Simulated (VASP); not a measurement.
Input of a VASP 6.6.1 run:

INCAR

```
PREC     = Accurate       # precision mode
ENCUT    = 520            # plane-wave cutoff, eV
EDIFF    = 1E-7           # SCF threshold, eV
ISMEAR   = 0              # smearing method
SIGMA    = 0.1            # smearing width, eV
LREAL    = False          # projectors in reciprocal space
LASPH    = True           # aspherical terms in the spheres
NELM     = 80             # most SCF steps
ALGO     = Normal         # electronic algorithm
ISIF     = 2              # what is computed and relaxed
LWAVE    = False          # write WAVECAR
LCHARG   = False          # write CHGCAR
GGA      = PE             # functional
IVDW     = 12             # dispersion correction
NBANDS   = 10             # bands
```

The input KPOINTS:

```
regular mesh
0
Gamma
  18 18 10
```

The input POSCAR:

```
Al
1.0
    2.8035700760      0.0000000000      0.0000000000
   -1.4017850380      2.4279629071      0.0000000000
    0.0000000000      0.0000000000      4.6750896295
Al
2
Direct
    0.6666666667      0.3333333333      0.7500000000
    0.3333333333      0.6666666667      0.2500000000
```

Potentials or basis: VASP PAW PBE potentials, release 64 (Al).

The run is started by

```bash
$ cat potpaw_PBE.64/Al/POTCAR > POTCAR
$ mpirun -np 1 vasp_std > vasp.out
```

(1) Predict the pressure.

(2) Predict the dispersion energy per atom.

(3) Predict the band gap on the k mesh.

## Answers

(1) 0.0 GPa.

(2) -0.349 eV.

(3) zero (band 3 reaches 12.42 eV, above the bottom of band 4 at 5.17 eV).

Caveat: pairwise dispersion overbinds metals, which lowers pressure and volume.
